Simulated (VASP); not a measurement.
## BiIrO: single point with r2SCAN

BiIrO:

```
Bi O Ir
1.0
     3.64729    0.00000    0.00000
     0.00000    3.64729    0.00000
     0.00000    0.00000    6.91016
Bi O Ir
2 2 2
Direct
  0.00000 0.50000 0.17100
  0.50000 0.00000 0.82900
  0.00000 0.00000 0.00000
  0.50000 0.50000 0.00000
  0.00000 0.50000 0.65000
  0.50000 0.00000 0.35000
```

* Program: VASP 6.6.1
* Task: single point
* Functional: r2SCAN
* Potentials or basis: VASP PAW PBE potentials, release 64 (Bi_d, O, Ir)
* Cutoff: 520 eV
* k mesh: 9 × 9 × 5
* Occupations: methfessel-paxton, width 0.1804 eV
* Spin: no spin polarisation
* Dipole correction: no
* Further INCAR settings: ALGO = Normal; EDIFF = 1e-06; NBANDS = 39

The pressure is 16.5 GPa, the largest force is 5.172 eV/Å and the band gap on the k mesh is zero (band 30 reaches 9.37 eV, above the bottom of band 31 at 8.76 eV).

Forces in eV/Å, atoms in the order of the input:
```
Bi   0.000  0.000  5.172
Bi   0.000  0.000 -5.172
O    0.000  0.000  0.000
O    0.000  0.000  0.000
Ir   0.000  0.000 -2.769
Ir   0.000  0.000  2.769
```

Stress tensor (GPa, compression positive):
```
11.31  0.00  0.00
 0.00 11.31  0.00
 0.00  0.00 26.83
```

Levels at points of the mesh, in eV from the Fermi level:
| k point | band 27 | band 28 | band 29 | band 30 | band 31 | band 32 | band 33 | band 34 |
| --- | --- | --- | --- | --- | --- | --- | --- | --- |
| (0.00, 0.00, 0.00) | -1.47 | -1.37 | -0.79 | -0.65 | -0.37 | -0.16 | 4.20 | 4.20 |

Wall time 7.1 min on 1 thread of Intel(R) Xeon(R) Platinum 8375C CPU @ 2.90GHz (Ice Lake), with other jobs on the host, peak memory 0.3 GiB.

Caveat: the PAW data sets were made with another functional, which shifts forces and pressure a little; spin-orbit coupling is left out, which moves the levels of the heavy elements.
